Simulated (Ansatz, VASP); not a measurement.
## Ba2CBrO6 in VASP and in Ansatz

```
CELL_PARAMETERS angstrom
0.00000 4.08488 4.08488
4.08488 0.00000 4.08488
4.08488 4.08488 0.00000
ATOMIC_POSITIONS crystal
Br 0.50000 0.50000 0.50000
O 0.76500 0.23500 0.23500
O 0.23500 0.76500 0.23500
O 0.23500 0.76500 0.76500
O 0.76500 0.23500 0.76500
O 0.23500 0.23500 0.76500
O 0.76500 0.76500 0.23500
C 0.00000 0.00000 0.00000
Ba 0.25000 0.25000 0.25000
Ba 0.75000 0.75000 0.75000
```

Alike in both runs: task single point; functional r2SCAN; k mesh 6 × 6 × 6; no spin polarisation.

|  | VASP | Ansatz |
| --- | --- | --- |
| version | VASP 6.6.1 | Ansatz 0.2.0 |
| potentials or method | VASP PAW PBE potentials, release 64 (Br, O, C, Ba_sv), cutoff 520 eV | PAW plane waves |
| occupations | fermi-dirac, width 0.1 eV | fermi-dirac |
| valence electrons in the cell | 67 | 67 |

|  | VASP | Ansatz | Ansatz less VASP |
| --- | --- | --- | --- |
| gap on the k mesh at the Fermi level (eV) | none | none | - |
| pressure (GPa) | -8.8 | -9.9 | -1.06 |
| rms of the force components (eV/Å) | 0.187 | 0.181 | -0.0063 |

VASP's potentials were made for PBE, not for r2SCAN. Atom by atom the forces differ by 0.006 eV/Å (rms over components). A gap of «none» marks a metal or a gap that the smearing closes.

Spin-orbit coupling is off throughout.
